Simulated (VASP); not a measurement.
Bi:

```
Bi
1.0
     2.26750    1.30914    3.93800
    -2.26750    1.30914    3.93800
     0.00000   -2.61828    3.93800
Bi
2
Direct
  0.77243 0.78624 0.75406
  0.23222 0.23858 0.23225
```

This cell differs from its parent crystal: atoms moved at random.

Base run:

- Program: VASP 6.6.1
- Functional: PBE
- Potentials or basis: VASP PAW PBE potentials, release 64 (Bi_d)
- Cutoff: 520 eV
- k mesh: 7 × 7 × 7
- Occupations: fermi-dirac, width 0.05 eV
- Spin: no spin polarisation

Its results: pressure 2.7 GPa; largest force 0.525 eV/Å.

**Question.** The run is repeated on the same cell with these changes: functional from PBE to PBEsol. What comes out?

**Answer.** Pressure 0.2 GPa; largest force 0.442 eV/Å.

PBEsol binds more tightly than PBE, so the same cell stands under less pressure.

Caveats: the PAW data sets were made with another functional, which shifts forces and pressure a little (at least some runs).
